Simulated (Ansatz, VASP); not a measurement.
# Si: VASP beside Ansatz

```xyz
2
Lattice="0.0000 2.7219 2.7219 2.7219 0.0000 2.7219 2.7219 2.7219 0.0000" Properties=species:S:1:pos:R:3 pbc="T T T"
Si    0.0000    0.0000    0.0000
Si    1.3609    1.3609    1.3609
```

Alike in both runs: task single point; functional LDA; k mesh 6 × 6 × 6; occupations gaussian, width 0.1 eV; no spin polarisation.

|  | VASP | Ansatz |
| --- | --- | --- |
| version | VASP 6.6.1 | Ansatz 0.2.0 |
| potentials or method | VASP PAW LDA potentials, release 64 (Si), cutoff 500 eV | scalar-relativistic, plane waves, PAW |
| valence electrons in the cell | 8 | 8 |

|  | VASP | Ansatz | Ansatz less VASP |
| --- | --- | --- | --- |
| gap on the k mesh at the Fermi level (eV) | 0.61 | 0.61 | +0.002 |
| least direct gap on the mesh (eV) | 2.52 | 2.52 | +0.002 |
| pressure (GPa) | -2.0 | -2.1 | -0.04 |

LDA's correlation is that of Perdew and Zunger in VASP and of Perdew and Wang (1992) in Ansatz.
